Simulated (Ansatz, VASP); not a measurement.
Two plane-wave programs on Pt

INCAR

```
SYSTEM = Pt
  PREC = Accurate
  ENCUT = 520
  EDIFF = 1E-6
  ISMEAR = 0
  SIGMA = 0.1
  LREAL = .FALSE.
  LASPH = .TRUE.
  NELM = 80
  ALGO = Fast
  ISIF = 2
  LWAVE = .FALSE.
  LCHARG = .FALSE.
  GGA = PS
  NBANDS = 17
```

File KPOINTS:

```
regular mesh
0
G
  18 18 14
  0 0 0
```

Contents of POSCAR:

```
Pt
1.0
    1.9982109524      1.9982109524      0.0000000000
   -1.9982109524      1.9982109524      0.0000000000
    0.0000000000      0.0000000000      3.9964219048
Pt
2
Direct
    0.0000000000      0.0000000000      0.0000000000
    0.5000000000      0.5000000000      0.5000000000
```

Input for Ansatz:

```yaml
crystal:
  lattice:
    - [1.9982109524, 1.9982109524, 0.0]
    - [-1.9982109524, 1.9982109524, 0.0]
    - [0.0, 0.0, 3.9964219048]
  atoms:
    - { symbol: Pt, position: [0.0, 0.0, 0.0] }
    - { symbol: Pt, position: [0.5, 0.5, 0.5] }
basis:
  ecutwfc: 420
kpoints:
  mp_grid: { grid: [18, 18, 14] }
hamiltonian:
  xc: pbesol
scf:
  occupations: { method: gaussian, width: 0.1 }
output:
  forces: true
  stress: true
  eigenvalues: true
  write_density: true
  write_potential: true
  elf: true
  volumetric_format: npy
```

Change from the starting cell: equal strain along all axes, cell held, atoms relaxed: +2.0 %.

Alike in both runs: task single point; functional PBEsol; k mesh 18 × 18 × 14; occupations gaussian, width 0.1 eV; no spin polarisation.

|  | VASP | Ansatz |
| --- | --- | --- |
| version | VASP 6.6.1 | Ansatz 0.2.0 |
| potentials or method | VASP PAW PBE potentials, release 64 (Pt), cutoff 520 eV | scalar-relativistic, plane waves, PAW |
| valence electrons in the cell | 20 | 36 |

|  | VASP | Ansatz | Ansatz less VASP |
| --- | --- | --- | --- |
| gap on the k mesh at the Fermi level (eV) | none | none | - |
| pressure (GPa) | -14.9 | -14.6 | +0.34 |

VASP's potentials were made for PBE, not for PBEsol. A gap of «none» marks a metal or a gap that the smearing closes. VASP's potentials hold 20 valence electrons a cell and Ansatz's 36, so a difference there can come from the potentials and not from the codes.

Neither program's run includes spin-orbit coupling.
